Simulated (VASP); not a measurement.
# Sn (Fd-3m) in VASP: a series of runs, part 2 of 2

VASP 6.6.1. Earlier steps stand in the parts before.

## (4) Relaxation of cell and atoms, PBE, target pressure 180 GPa, at which the enthalpy is minimised

This run uses another cell than the first one, of 14.45 Å³/atom, 0.862 times its volume.

INCAR

```
ALGO = Normal ; EDIFF = 1E-7
EDIFFG = -0.005 ; ENCUT = 600
GGA = PE ; IBRION = 2
ISIF = 3 ; ISMEAR = -1
LASPH = True ; LCHARG = False
LREAL = False ; LWAVE = False
NELM = 80 ; NSW = 60
PREC = Accurate ; PSTRESS = 1800.0
SIGMA = 0.08
```

KPOINTS

```
k-points
0
Gamma
  13 13 13
```

POSCAR

```
Sn
1.0
    0.0000000000      2.4358696655      2.4358696655
    2.4358696655      0.0000000000      2.4358696655
    2.4358696655      2.4358696655      0.0000000000
Sn
2
Direct
   -0.1250000000     -0.1250000000     -0.1250000000
    0.1250000000      0.1250000000      0.1250000000
```

Potentials or basis: VASP PAW PBE potentials, release 64 (Sn_d).

Command:

```
cat potpaw_PBE.64/Sn_d/POTCAR > POTCAR
mpirun -np 1 vasp_std > vasp.out
```

OUTCAR:

```text
EDIFF = 1E-7
   EDIFFG = -0.005
   ENCUT = 600
   GGA = PE
   IBRION = 2
   ISIF = 3
   ISMEAR = -1
   LASPH = True
   LREAL = False
   NELM = 80
   NSW = 60
   PREC = Accurate
   PSTRESS = 1800.0

 ion  position               nearest neighbor table
   1  0.875  0.875  0.875-   2 2.11   2 2.11   2 2.11   2 2.11
   2  0.125  0.125  0.125-   1 2.11   1 2.11   1 2.11   1 2.11

  LATTYP: Found a face centered cubic cell.
 ALAT       =     4.8717393310

  Lattice vectors:

 A1 = (   0.0000000000,   2.4358696655,   2.4358696655)
 A2 = (   2.4358696655,   0.0000000000,   2.4358696655)
 A3 = (   2.4358696655,   2.4358696655,   0.0000000000)

Analysis of symmetry for initial positions (statically):
=====================================================================
 Subroutine PRICEL returns:
 Original cell was already a primitive cell.

 Routine SETGRP: Setting up the symmetry group for a
 face centered cubic supercell.

 Subroutine GETGRP returns: Found 48 space group operations
 (whereof 12 operations were pure point group operations)
 out of a pool of 48 trial point group operations.

The static configuration has the point symmetry D_3d.
 The point group associated with its full space group is O_h .

Analysis of symmetry for dynamics (positions and initial velocities):
=====================================================================
 Subroutine PRICEL returns:
 Original cell was already a primitive cell.

 Routine SETGRP: Setting up the symmetry group for a
 face centered cubic supercell.

 Subroutine GETGRP returns: Found 48 space group operations
 (whereof 12 operations were pure point group operations)
 out of a pool of 48 trial point group operations.

The dynamic configuration has the point symmetry D_3d.
 The point group associated with its full space group is O_h .

 Subroutine INISYM returns: Found 48 space group operations
 (whereof 12 operations are pure point group operations),
 and found     1 'primitive' translations

----------------------------------------------------------------------------------------

                                     Primitive cell

  volume of cell :      28.9063

  direct lattice vectors                    reciprocal lattice vectors
     0.000000000  2.435869665  2.435869665    -0.205265498  0.205265498  0.205265498
     2.435869665  0.000000000  2.435869665     0.205265498 -0.205265498  0.205265498
     2.435869665  2.435869665  0.000000000     0.205265498  0.205265498 -0.205265498

  length of vectors
     3.444839917  3.444839917  3.444839917     0.355530272  0.355530272  0.355530272

  position of ions in fractional coordinates (direct lattice)
     0.875000000  0.875000000  0.875000000
     0.125000000  0.125000000  0.125000000

  ion indices of the primitive-cell ions
   primitive index   ion index
                 1           1
                 2           2

----------------------------------------------------------------------------------------

 KPOINTS: k-points

Automatic generation of k-mesh.
 Grid dimensions read from file:
 generate k-points for:   13   13   13

 Generating k-lattice:

  Cartesian coordinates                     Fractional coordinates (reciprocal lattice)
    -0.015789654  0.015789654  0.015789654     0.076923077  0.000000000  0.000000000
     0.015789654 -0.015789654  0.015789654     0.000000000  0.076923077  0.000000000
     0.015789654  0.015789654 -0.015789654     0.000000000  0.000000000  0.076923077

  Length of vectors
     0.027348482  0.027348482  0.027348482

  Shift w.r.t. Gamma in fractional coordinates (k-lattice)
     0.000000000  0.000000000  0.000000000

 Subroutine IBZKPT returns following result:
 ===========================================

 Found     84 irreducible k-points:

 Following reciprocal coordinates:
            Coordinates               Weight
  0.000000  0.000000  0.000000      1.000000
  0.076923  0.000000  0.000000      8.000000
  0.153846  0.000000  0.000000      8.000000
  0.230769  0.000000  0.000000      8.000000
  0.307692  0.000000  0.000000      8.000000
  0.384615  0.000000  0.000000      8.000000
[... 16 lines left out ...]
  0.384615  0.153846  0.000000     24.000000
  0.461538  0.153846  0.000000     24.000000
 [... further k-points ...]
   k-points           NKPTS =     84   k-points in BZ     NKDIM =     84   number of bands    NBANDS=     18
   number of dos      NEDOS =    301   number of ions     NIONS =      2
   total plane-waves  NPLWV =  21952
   dimension x,y,z NGX =    28 NGY =   28 NGZ =   28
   dimension x,y,z NGXF=    56 NGYF=   56 NGZF=   56
   ions per type =               2
   NGX,Y,Z   is equivalent  to a cutoff of  13.51, 13.51, 13.51 a.u.
   NGXF,Y,Z  is equivalent  to a cutoff of  27.03, 27.03, 27.03 a.u.
 SYSTEM =  unknown system
   PREC   = accura    normal or accurate (medium, high low for compatibility)
   ISTART =      0    job   : 0-new  1-cont  2-samecut
   ICHARG =      2    charge: 1-file 2-atom 10-const
   ISPIN  =      1    spin polarized calculation?
   LNONCOLLINEAR =      F non collinear calculations
   LSORBIT =      F    spin-orbit coupling
   LASPH  =      T    aspherical Exc in radial PAW
   ENCUT  =  600.0 eV  44.10 Ry    6.64 a.u.   6.88  6.88  6.88*2*pi/ulx,y,z
   NELM   =     80;   NELMIN=  2; NELMDL= -5     # of ELM steps
   EDIFF  = 0.1E-06   stopping-criterion for ELM
   LREAL  =      F    real-space projection
   EDIFFG = -.5E-02   stopping-criterion for IOM
   NSW    =     60    number of steps for IOM
   IBRION =      2    ionic relax: 0-MD 1-quasi-New 2-CG
   NFREE  =      1    steps in history (QN), initial steepest desc. (CG)
   ISIF   =      3    stress and relaxation
   ISYM   =      2    0-nonsym 1-usesym 2-fastsym
   POTIM  = 0.5000    time-step for ionic-motion
   TEBEG  =    0.0;   TEEND  =   0.0 temperature during run
   PSTRESS= 1800.0 pullay stress
   NELECT =      28.0000    total number of electrons
   NUPDOWN=      -1.0000    fix difference up-down
   EMIN   =  10.00;   EMAX   =-10.00  energy-range for DOS
   EFERMI =   0.00;   METHOD = LEGACY
   ISMEAR =    -1;   SIGMA  =   0.08  broadening in eV -4-tet -1-fermi 0-gaus
   EFERMI_NEDOS =   21; number of points for ismear=-14 and -15
   IALGO  =     38    algorithm
   IMIX   =      4    mixing-type and parameters
     AMIX     =   0.40;   BMIX     =  1.00
     AMIX_MAG =   1.60;   BMIX_MAG =  1.00
  volume/ion in A,a.u.               =      14.45        97.53
  Fermi-wavevector in a.u.,A,eV,Ry     =   1.619808  3.060993 35.698654  2.623777
  Thomas-Fermi vector in A             =   2.713849
   LORBIT       =      0    0 simple, 1 ext, 2 COOP (PROOUT), +10 PAW based schemes
   GGA     = PE    functional components
   LHFCALC =     F    Hartree Fock is set to
   AEXX    =    0.0000 exact exchange contribution
   IVDW    =     0    specifies the selected vdW correction
   LEPSILON=     F    determine dielectric tensor
   LRPA    =     F    only Hartree local field effects (RPA)
 conjugate gradient relaxation of ions
 non-spin polarized calculation
  energy-cutoff  :      600.00
  volume of cell :       28.91
 maximum number of plane-waves:       978
   NGX = 13   NGY = 13   NGZ = 13

--------------------------------------- Ionic step        1  -------------------------------------------

 number of electron      27.9999994 magnetization

 Free energy of the ion-electron system (eV)
  ---------------------------------------------------
  ext. energy  EPLUGINS =         0.00000000
  ---------------------------------------------------
  free energy    TOTEN  =        10.02682150 eV

  energy without entropy =       10.03560883  energy(sigma->0) =       10.03121517

------------------------ aborting loop because EDIFF is reached ----------------------------------------

  FORCE on cell =-STRESS in cart. coord.  units (eV):
  Direction    XX          YY          ZZ          XY          YZ          ZX
  --------------------------------------------------------------------------------------
  -------------------------------------------------------------------------------------
  Total       54.8080368     54.8080368     54.8080368      0.0000000      0.0000000      0.0000000
  in kB     3037.8245808   3037.8245808   3037.8245808      0.0000000      0.0000000      0.0000000
  external PRESSURE =    1237.8245808 kB  Pullay stress =    1800.0000000 kB
[... 25 lines left out ...]
--------------------------------------- Ionic step        2  -------------------------------------------

 number of electron      28.0000085 magnetization

 E-fermi :   1.9587     XC(G=0):  -7.1332

 val. band max:        1.9545705960   @ k =   0.0769   0.0769   0.0000
 cond. band min:       2.0273195678   @ k =   0.1538   0.0000   0.0000
 fundamental gap:      0.0727489718
 Fermi energy:         1.9586595991

 k-point     1 :       0.0000    0.0000    0.0000
  band No.  band energies     occupation
      1     -19.2531      2.00000
      2     -19.2531      2.00000
      3     -19.2531      2.00000
      4     -19.2340      2.00000
      5     -19.2340      2.00000
      6     -19.1520      2.00000
[... 722 lines left out ...]
--------------------------------------- Ionic step        8  -------------------------------------------

 number of electron      27.9999987 magnetization

 Free energy of the ion-electron system (eV)
  ---------------------------------------------------
  ext. energy  EPLUGINS =         0.00000000
  ---------------------------------------------------
  free energy    TOTEN  =         3.11117189 eV

  energy without entropy =        3.11800937  energy(sigma->0) =        3.11459063

 E-fermi :  16.5058     XC(G=0): -12.4826

 val. band max:       16.4618017811   @ k =   0.4615   0.4615   0.0000
 cond. band min:      16.5488925411   @ k =  -0.4615   0.3846   0.0000
 fundamental gap:      0.0870907600
 Fermi energy:        16.5057749690

 k-point     1 :       0.0000    0.0000    0.0000
  band No.  band energies     occupation
      1      -8.6186      2.00000
      2      -8.6186      2.00000
      3      -8.6186      2.00000
      4      -8.4367      2.00000
      5      -8.4367      2.00000
      6      -6.7889      2.00000
[... 528 lines left out ...]
  energy  without entropy=        3.1180093734  energy(sigma->0) =        3.11459063

  enthalpy is  TOTEN    =        40.8715957842 eV   P V=       37.7604238898

 reached required accuracy - stopping structural energy minimisation
```

CONTCAR:

```text
Sn
   1.00000000000000
     0.0000000000000000    2.5614250207503102    2.5614250207503098
     2.5614250207503102    0.0000000000000000    2.5614250207503098
     2.5614250207503102    2.5614250207503102    0.0000000000000000
  Sn
     2
Direct
     0.8750000000000000    0.8750000000000000    0.8750000000000000
     0.1250000000000000    0.1250000000000000    0.1250000000000000

  0.00000000E+00  0.00000000E+00  0.00000000E+00
  0.00000000E+00  0.00000000E+00  0.00000000E+00
```

Wall time 2.9 min (1 thread of Intel Xeon 6975P-C (Granite Rapids), shared host); peak memory 0.19 GiB.

Results:

- Free energy: 3.1112 eV
- Relaxed volume: 16.81 Å³/atom
- Relaxed cell: a = 3.622 Å, b = 3.622 Å, c = 3.622 Å, α = 60.00°, β = 60.00°, γ = 60.00°
- Space group after relaxing (to 0.05 Å): Fd-3m (No. 227)
- Energy change on relaxing (the enthalpy is what falls): -3457.8 meV/atom
- Ionic steps: 8
- Pressure after relaxing: 180.0 GPa
- Band gap on the k mesh: zero (band 14 reaches 17.56 eV, above the bottom of band 15 at 16.23 eV)

The path:
```tsv
step	energy change (eV)	largest force (eV/Å)	pressure (GPa)	volume (Å³)
1	0.0000	0.0000	303.78	28.91
2	-16.8894	0.0000	-5.47	105.30
3	-11.8381	0.0000	99.13	39.45
4	-7.5658	0.0000	168.97	34.21
5	-6.9096	0.0000	180.11	33.61
6	-7.0201	0.0000	178.22	33.70
7	-6.1594	0.0000	192.97	32.96
8	-6.9157	0.0000	179.99	33.61
```

Final structure:
```yaml
crystal:
  lattice:
    - [0.00000, 2.56143, 2.56143]
    - [2.56143, 0.00000, 2.56143]
    - [2.56143, 2.56143, 0.00000]
  atoms:
    - { symbol: Sn, position: [0.87500, 0.87500, 0.87500] }
    - { symbol: Sn, position: [0.12500, 0.12500, 0.12500] }
```

Caveat: the cell is relaxed towards a set pressure, so the enthalpy falls and the energy may rise; the volume moved by over 15 % at a fixed basis, so the end points are rough; spin-orbit coupling is left out, which moves the levels of the heavy elements.
